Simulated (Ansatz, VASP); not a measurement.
WSe2 in VASP and in Ansatz

```
CELL_PARAMETERS angstrom
3.27058 0.00000 0.00000
-1.63529 2.83241 0.00000
0.00000 0.00000 23.98700
ATOMIC_POSITIONS crystal
W 0.58206 0.33333 0.11456
W 0.33333 0.66667 0.86238
Se 0.33333 0.66667 0.20734
Se 0.66667 0.33333 0.93219
Se 0.33333 0.66667 0.06781
Se 0.66667 0.33333 0.79266
```

Alike in both runs: task single point; functional PBEsol; k mesh 9 × 9 × 2; occupations gaussian, width 0.05 eV; no spin polarisation.

|  | VASP | Ansatz |
| --- | --- | --- |
| version | VASP 6.6.1 | Ansatz 0.2.0 |
| potentials or method | VASP PAW PBE potentials, release 64 (W_sv, Se), cutoff 520 eV | scalar-relativistic, plane waves, PAW |
| valence electrons in the cell | 52 | 92 |

```tsv
	VASP	Ansatz	Ansatz less VASP
gap on the k mesh at the Fermi level (eV)	none	none	-
rms of the force components (eV/Å)	5.400	5.374	-0.0258
```

VASP's potentials were made for PBE, not for PBEsol, and Ansatz warns of the same on its side. Atom by atom the forces differ by 0.037 eV/Å (rms over components). A gap of «none» marks a metal or a gap that the smearing closes. VASP's potentials hold 52 valence electrons a cell and Ansatz's 92, so a difference there can come from the potentials and not from the codes.

Spin-orbit coupling is off throughout.
